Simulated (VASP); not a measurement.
A run of VASP 6.6.1 is set up as follows.

Contents of POSCAR:

```
ZnS
1.0
    0.0000000000      2.7020000000      2.7020000000
    2.7020000000      0.0000000000      2.7020000000
    2.7020000000      2.7020000000      0.0000000000
Zn S
1 1
Direct
    0.7500000000      0.7500000000      0.7500000000
    0.0000000000      0.0000000000      0.0000000000
```

File INCAR.step1:

```
  PREC = Accurate
  ENCUT = 520
  EDIFF = 1E-5
  ISMEAR = -1
  SIGMA = 0.05
  LREAL = F
  LASPH = T
  NELM = 100
  ALGO = Normal
  ISIF = 2
  LWAVE = T
  LCHARG = F
  GGA = PE
  NBANDS = 16
```

The input INCAR.step2:

```
  PREC = Accurate
  ENCUT = 520
  EDIFF = 1E-7
  ISMEAR = -1
  SIGMA = 0.05
  LREAL = F
  LASPH = T
  NELM = 100
  ALGO = Normal
  ISIF = 2
  LWAVE = F
  LCHARG = F
  GGA = PE
  LHFCALC = T
  AEXX = 0.25
  HFSCREEN = 0.2
  PRECFOCK = Normal
  ISTART = 1
  NBANDS = 16
```

File KPOINTS:

```
regular mesh
0
Gamma
  5 5 5
```

Potentials or basis: VASP PAW PBE potentials, release 64 (Zn, S).

Launch:

```bash
$ cat potpaw_PBE.64/Zn/POTCAR potpaw_PBE.64/S/POTCAR > POTCAR
$ cp INCAR.step1 INCAR
$ mpirun -np 1 vasp_std > vasp.out
$ cp INCAR.step2 INCAR
$ mpirun -np 1 vasp_std > vasp.out
```

Task: What does it give for the pressure?

Result: 1.0 GPa.

Task: Predict the band gap on the k mesh.

Result: 3.35 eV.

Caveat: the PAW data sets were made with another functional, which shifts forces and pressure a little.

**The experiment to reproduce.**

From “Electronic, vibrational, and thermodynamic properties of ZnS (zincblende and rocksalt structure)”, 2009, arxiv:0911.5022, for a bulk crystal of ZnS at 19 K: band gap 3.85 eV (direct).

Measured gap of ZnS: 3.85 eV (direct; 19 K; quoted in “Electronic, vibrational, and thermodynamic properties of ZnS (zincblende and rocksalt structure)”, 2009, arxiv:0911.5022). This calculation gives 3.35 eV (-0.50 eV). The value is that of PBE-based screened hybrid with 25 % exact exchange, without temperature or zero-point motion.
